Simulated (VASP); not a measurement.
Write the native input for VASP 6.6.1 that does the following.

- Task: single point
- Functional: PBE
- Potentials or basis: VASP PAW PBE potentials, release 64 (H, Mo_sv)
- Cutoff: 520 eV
- k mesh: 12 × 12 × 12
- Occupations: gaussian, width 0.1 eV
- Spin: no spin polarisation
- Dipole correction: no
- Further INCAR settings: ALGO = Fast; EDIFF = 1e-07; NBANDS = 30

The structure of Mo3H2 lies in POSCAR:

```
Mo3H2
1.0
    4.3165523936      0.0000000000      0.0000000000
   -2.1582761968      3.7382440296      0.0000000000
    0.0000000000      0.0000000000      3.4281772400
H Mo
2 3
Direct
    0.3333333333      0.6666666667      0.1920984968
    0.6666666667      0.3333333333      0.8079015032
    0.0000000000      0.0000000000      0.0000000000
    0.3333333333      0.6666666667      0.6923829275
    0.6666666667      0.3333333333      0.3076170725
```

The input as run:

INCAR

```
SYSTEM = Mo3H2
PREC = Accurate
ENCUT = 520
EDIFF = 1E-7
ISMEAR = 0
SIGMA = 0.1
LREAL = .FALSE.
LASPH = .TRUE.
NELM = 80
ALGO = Fast
ISIF = 2
LWAVE = .FALSE.
LCHARG = .FALSE.
GGA = PE
NBANDS = 30
```

KPOINTS

```
Automatic mesh
0
G
  12 12 12
  0 0 0
```

Potentials or basis: VASP PAW PBE potentials, release 64 (H, Mo_sv).

Command:

```bash
$ cat potpaw_PBE.64/H/POTCAR potpaw_PBE.64/Mo_sv/POTCAR > POTCAR
$ mpirun -np 1 vasp_std > vasp.out
```

It gave:

```
Pressure               : 0.3 GPa
Largest force          : 0.006 eV/Å
Band gap on the k mesh : zero (bands 22 and 23 overlap by 1.85 eV)
```

It took 7.3 min on 1 thread of Oxide Virtual Turin-like Processor (shared host), peak memory 0.32 GiB.
